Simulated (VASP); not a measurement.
# Sb (P6_3/mmc) in VASP: notebook

Sb is run at these levels: PBE0; tasks: single point.

Program: VASP 6.6.1. These are calculated values, not measurements. Logs are shortened: lines on timing, memory, paths and dates and some standing lists are left out, and cuts for length are marked.

## (1) The cell of the first run

The structure is hexagonal, space group P6_3/mmc (No. 194). Conventional cell: a = 3.286 Å, b = 3.286 Å, c = 5.358 Å, α = 90.00°, β = 90.00°, γ = 120.00°. Within 4.3 Å of Sb (site symmetry -6m2) lie 12 Sb at 3.28 to 3.29 Å.

This isn't the form of Sb at room conditions, which is rhombohedral.

## (2) Single point, PBE0

POSCAR reads:

```
Sb
1.0
    3.2860533585      0.0000000000      0.0000000000
   -1.6430266792      2.8458056866      0.0000000000
    0.0000000000      0.0000000000      5.3584933852
Sb
2
Direct
    0.6666666667      0.3333333333      0.7500000000
    0.3333333333      0.6666666667      0.2500000000
```

INCAR.step1 reads:

```
SYSTEM = Sb
  PREC = Accurate
  ENCUT = 520
  EDIFF = 1E-5
  ISMEAR = -1
  SIGMA = 0.05
  LREAL = .False.
  LASPH = .True.
  NELM = 100
  ALGO = Normal
  ISIF = 2
  LWAVE = .True.
  LCHARG = .False.
  GGA = PE
  NBANDS = 12
```

INCAR.step2 reads:

```
SYSTEM = Sb
  PREC = Accurate
  ENCUT = 520
  EDIFF = 1E-6
  ISMEAR = -1
  SIGMA = 0.05
  LREAL = .False.
  LASPH = .True.
  NELM = 100
  ALGO = Normal
  ISIF = 2
  LWAVE = .False.
  LCHARG = .False.
  GGA = PE
  LHFCALC = .True.
  AEXX = 0.25
  PRECFOCK = Normal
  ISTART = 1
  NBANDS = 12
```

KPOINTS reads:

```
Automatic mesh
0
Gamma
  6 6 4
  0 0 0
```

Potentials or basis: VASP PAW PBE potentials, release 64 (Sb).

Command:

```bash
> cat potpaw_PBE.64/Sb/POTCAR > POTCAR
> cp INCAR.step1 INCAR
> mpirun -np 1 vasp_std > vasp.out
> cp INCAR.step2 INCAR
> mpirun -np 1 vasp_std > vasp.out
```

OUTCAR:

```text
SYSTEM = Sb
   PREC = Accurate
   ENCUT = 520
   EDIFF = 1E-6
   ISMEAR = -1
   LREAL = .False.
   LASPH = .True.
   NELM = 100
   ISIF = 2
   GGA = PE
   LHFCALC = .True.
   AEXX = 0.25
   PRECFOCK = Normal
   ISTART = 1

 ion  position               nearest neighbor table
   1  0.667  0.333  0.750-   2 3.28   2 3.28   2 3.28   2 3.28   2 3.28   2 3.28
   2  0.333  0.667  0.250-   1 3.28   1 3.28   1 3.28   1 3.28   1 3.28   1 3.28

  LATTYP: Found a hexagonal cell.
 ALAT       =     3.2860533585
 C/A-ratio  =     1.6306775334

  Lattice vectors:

 A1 = (   3.2860533585,   0.0000000000,   0.0000000000)
 A2 = (  -1.6430266792,   2.8458056866,   0.0000000000)
 A3 = (   0.0000000000,   0.0000000000,   5.3584933852)

Analysis of symmetry for initial positions (statically):
=====================================================================
 Subroutine PRICEL returns:
 Original cell was already a primitive cell.

 Routine SETGRP: Setting up the symmetry group for a
 hexagonal supercell.

 Subroutine GETGRP returns: Found 24 space group operations
 (whereof 12 operations were pure point group operations)
 out of a pool of 24 trial point group operations.

The static configuration has the point symmetry D_3d.
 The point group associated with its full space group is D_6h.

Analysis of symmetry for dynamics (positions and initial velocities):
=====================================================================
 Subroutine PRICEL returns:
 Original cell was already a primitive cell.

 Routine SETGRP: Setting up the symmetry group for a
 hexagonal supercell.

 Subroutine GETGRP returns: Found 24 space group operations
 (whereof 12 operations were pure point group operations)
 out of a pool of 24 trial point group operations.

The dynamic configuration has the point symmetry D_3d.
 The point group associated with its full space group is D_6h.

 Subroutine INISYM returns: Found 24 space group operations
 (whereof 12 operations are pure point group operations),
 and found     1 'primitive' translations

----------------------------------------------------------------------------------------

                                     Primitive cell

  volume of cell :      50.1098

  direct lattice vectors                    reciprocal lattice vectors
     3.286053358  0.000000000  0.000000000     0.304316422  0.175697168  0.000000000
    -1.643026679  2.845805687  0.000000000     0.000000000  0.351394336  0.000000000
     0.000000000  0.000000000  5.358493385     0.000000000  0.000000000  0.186619620

  length of vectors
     3.286053358  3.286053358  5.358493385     0.351394336  0.351394336  0.186619620

  position of ions in fractional coordinates (direct lattice)
     0.666666667  0.333333333  0.750000000
     0.333333333  0.666666667  0.250000000

  ion indices of the primitive-cell ions
   primitive index   ion index
                 1           1
                 2           2

----------------------------------------------------------------------------------------

 KPOINTS: Automatic mesh

Automatic generation of k-mesh.
 Grid dimensions read from file:
 generate k-points for:    6    6    4

 Generating k-lattice:

  Cartesian coordinates                     Fractional coordinates (reciprocal lattice)
     0.050719404  0.029282861  0.000000000     0.166666667  0.000000000  0.000000000
     0.000000000  0.058565723  0.000000000     0.000000000  0.166666667  0.000000000
     0.000000000  0.000000000  0.046654905     0.000000000  0.000000000  0.250000000

  Length of vectors
     0.058565723  0.058565723  0.046654905

  Shift w.r.t. Gamma in fractional coordinates (k-lattice)
     0.000000000  0.000000000  0.000000000

 Subroutine IBZKPT returns following result:
 ===========================================

 Found     21 irreducible k-points:

 Following reciprocal coordinates:
            Coordinates               Weight
  0.000000  0.000000  0.000000      1.000000
  0.166667 -0.000000  0.000000      6.000000
  0.333333 -0.000000  0.000000      6.000000
  0.500000 -0.000000  0.000000      3.000000
  0.166667  0.166667  0.000000      6.000000
  0.333333  0.166667  0.000000     12.000000
[... 13 lines left out ...]
  0.333333  0.166667  0.500000     12.000000
  0.333333  0.333333  0.500000      2.000000
   k-points           NKPTS =     21   k-points in BZ     NKDIM =    144   number of bands    NBANDS=     12
   number of dos      NEDOS =    301   number of ions     NIONS =      2
   total plane-waves  NPLWV =  23040
   dimension x,y,z NGX =    24 NGY =   24 NGZ =   40
   dimension x,y,z NGXF=    48 NGYF=   48 NGZF=   80
   ions per type =               2
   NGX,Y,Z   is equivalent  to a cutoff of  12.14, 12.14, 12.41 a.u.
   NGXF,Y,Z  is equivalent  to a cutoff of  24.28, 24.28, 24.82 a.u.
 SYSTEM =  Sb
   PREC   = accura    normal or accurate (medium, high low for compatibility)
   ISTART =      1    job   : 0-new  1-cont  2-samecut
   ICHARG =      0    charge: 1-file 2-atom 10-const
   ISPIN  =      1    spin polarized calculation?
   LNONCOLLINEAR =      F non collinear calculations
   LSORBIT =      F    spin-orbit coupling
   LASPH  =      T    aspherical Exc in radial PAW
   ENCUT  =  520.0 eV  38.22 Ry    6.18 a.u.   6.11  6.11  9.96*2*pi/ulx,y,z
   NELM   =    100;   NELMIN=  2; NELMDL=  0     # of ELM steps
   EDIFF  = 0.1E-05   stopping-criterion for ELM
   LREAL  =      F    real-space projection
   EDIFFG = 0.1E-04   stopping-criterion for IOM
   NSW    =      0    number of steps for IOM
   IBRION =     -1    ionic relax: 0-MD 1-quasi-New 2-CG
   NFREE  =      0    steps in history (QN), initial steepest desc. (CG)
   ISIF   =      2    stress and relaxation
   ISYM   =      3    0-nonsym 1-usesym 2-fastsym
   POTIM  = 0.5000    time-step for ionic-motion
   TEBEG  =    0.0;   TEEND  =   0.0 temperature during run
   PSTRESS=    0.0 pullay stress
   NELECT =      10.0000    total number of electrons
   NUPDOWN=      -1.0000    fix difference up-down
   EMIN   =  10.00;   EMAX   =-10.00  energy-range for DOS
   EFERMI =   0.00;   METHOD = LEGACY
   ISMEAR =    -1;   SIGMA  =   0.05  broadening in eV -4-tet -1-fermi 0-gaus
   EFERMI_NEDOS =   21; number of points for ismear=-14 and -15
   IALGO  =     38    algorithm
   IMIX   =      1    mixing-type and parameters
     AMIX     =   0.40;   BMIX     =  1.00
     AMIX_MAG =   1.60;   BMIX_MAG =  1.00
  volume/ion in A,a.u.               =      25.05       169.08
  Fermi-wavevector in a.u.,A,eV,Ry     =   0.956681  1.807866 12.452586  0.915239
  Thomas-Fermi vector in A             =   2.085631
   LORBIT       =      0    0 simple, 1 ext, 2 COOP (PROOUT), +10 PAW based schemes
   GGA     = PE    functional components
   LHFCALC =     T    Hartree Fock is set to
   PRECFOCK=normal    Normal, Fast or Accurate (Low or Medium for compatibility)
   ENCUT4O =  -1.0   cutoff for four orbital integrals eV
   NKREDX  =     1    reduce k-point grid by
   NKREDY  =     1    reduce k-point grid by
   NKREDZ  =     1    reduce k-point grid by
   AEXX    =    0.2500 exact exchange contribution
   HFSCREEN=    0.0000 screening length (either q_TF or 0.3 A-1)
   HFSCREENC=   0.0000 screening length for correlation (either q_TF or 0.3 A-1)
   ENCUTFOCK=  -1.0 apply spherical cutoff to Coloumb kernel
   IVDW    =     0    specifies the selected vdW correction
   LEPSILON=     F    determine dielectric tensor
   LRPA    =     F    only Hartree local field effects (RPA)
 non-spin polarized calculation
  energy-cutoff  :      520.00
  volume of cell :       50.11
 maximum number of plane-waves:      1362
  NGX = 20; NGY = 20; NGZ = 30

 number of electron      10.0000000 magnetization

 Free energy of the ion-electron system (eV)
  ---------------------------------------------------
  ext. energy  EPLUGINS =         0.00000000
  ---------------------------------------------------
  free energy    TOTEN  =       -10.60055458 eV

  energy without entropy =      -10.59808274  energy(sigma->0) =      -10.59931866

 E-fermi :   9.7510     XC(G=0):  -8.3403

 val. band max:        8.9102504974   @ k =   0.5000  -0.0000   0.0000
 cond. band min:       9.8722998362   @ k =   0.1667   0.1667   0.5000
 fundamental gap:      0.9620493388
 Fermi energy:         9.7509873433

 k-point     1 :       0.0000    0.0000    0.0000
  band No.  band energies     occupation
      1      -6.1265      2.00000
      2      -1.4457      2.00000
      3       1.7584      2.00000
      4      14.2269      0.00000
      5      14.2269      0.00000
      6      16.1367      0.00000
      7      16.1367      0.00000
      8      16.4897      0.00000
      9      18.4434      0.00000
     10      19.4944      0.00000
     11      20.7299      0.00000
     12      20.7299      0.00000

 k-point     2 :       0.1667   -0.0000    0.0000
  band No.  band energies     occupation
      1      -5.5531      2.00000
      2      -0.9262      2.00000
      3       2.3800      2.00000
      4      10.0297      0.00757
      5      12.5534      0.00000
      6      13.5720      0.00000
      7      15.6078      0.00000
      8      16.1101      0.00000
      9      17.1125      0.00000
     10      19.6679      0.00000
     11      20.5487      0.00000
     12      21.2093      0.00000

 k-point     3 :       0.3333   -0.0000    0.0000
  band No.  band energies     occupation
      1      -3.8541      2.00000
      2       0.3895      2.00000
      3       4.1725      2.00000
      4       4.5810      2.00000
      5       8.5822      2.00000
      6      10.7901      0.00000
      7      12.1757      0.00000
      8      14.8733      0.00000
      9      15.0882      0.00000
     10      18.6017      0.00000
     11      19.6712      0.00000
     12      20.0653      0.00000
[... 241 lines left out ...]
 k-point    20 :       0.3333    0.1667    0.5000
  band No.  band energies     occupation
      1      -0.9403      2.00000
      2      -0.9403      2.00000
      3       3.7688      2.00000
      4       3.7688      2.00000
      5       7.8811      2.00000
      6       7.8811      2.00000
      7      12.5678      0.00000
      8      12.5678      0.00000
      9      17.7207      0.00000
     10      17.7207      0.00000
     11      19.3680      0.00000
     12      19.3680      0.00000

 k-point    21 :       0.3333    0.3333    0.5000
  band No.  band energies     occupation
      1       0.2860      2.00000
      2       0.2860      2.00000
      3       3.7037      2.00000
      4       3.7037      2.00000
      5       4.9502      2.00000
      6       4.9502      2.00000
      7      13.4913      0.00000
      8      13.4913      0.00000
      9      17.9927      0.00000
     10      17.9927      0.00000
     11      18.4321      0.00000
     12      18.4321      0.00000

------------------------ aborting loop because EDIFF is reached ----------------------------------------

  FORCE on cell =-STRESS in cart. coord.  units (eV):
  Direction    XX          YY          ZZ          XY          YZ          ZX
  --------------------------------------------------------------------------------------
  -------------------------------------------------------------------------------------
  Total        0.0990578      0.0990578      2.5171022      0.0000000      0.0000000     -0.0000000
  in kB        3.1672099      3.1672099     80.4801699      0.0000000      0.0000000     -0.0000000
  external PRESSURE =      28.9381966 kB  Pullay stress =       0.0000000 kB

 VOLUME and BASIS-vectors are now :
 -----------------------------------------------------------------------------
  energy-cutoff  :      520.00
  volume of cell :       50.11
      direct lattice vectors                 reciprocal lattice vectors
     3.286053358  0.000000000  0.000000000     0.304316422  0.175697168  0.000000000
    -1.643026679  2.845805687  0.000000000     0.000000000  0.351394336  0.000000000
     0.000000000  0.000000000  5.358493385     0.000000000  0.000000000  0.186619620

 POSITION                                       TOTAL-FORCE (eV/Angst)
 -----------------------------------------------------------------------------------
      1.64303      0.94860      4.01887        -0.000000      0.000000      0.000000
     -0.00000      1.89720      1.33962         0.000000     -0.000000     -0.000000
 -----------------------------------------------------------------------------------
    total drift:                                0.000000      0.000000      0.000000

  FREE ENERGIE OF THE ION-ELECTRON SYSTEM (eV)
  ---------------------------------------------------
  free  energy   TOTEN  =       -10.6005545838 eV

  energy  without entropy=      -10.5980827424  energy(sigma->0) =      -10.59931866
```

Wall time 31 min (1 thread of Intel Xeon Platinum 8488C (Sapphire Rapids), shared host); peak memory 0.18 GiB.

Results:

* Free energy: -10.6006 eV
* Pressure: 2.9 GPa
* Band gap on the k mesh: zero (bands 5 and 6 overlap by 10.25 eV)

Stress tensor (GPa, compression positive):
```
0.32 0.00 0.00
0.00 0.32 0.00
0.00 0.00 8.05
```

Caveat: the k points lie up to 0.37 Å⁻¹ apart, too coarse for converged energies and pressures of a metal; the PAW data sets were made with another functional, which shifts forces and pressure a little; spin-orbit coupling is left out, which moves the levels of the heavy elements.

(Continued in part 2 of 2.)
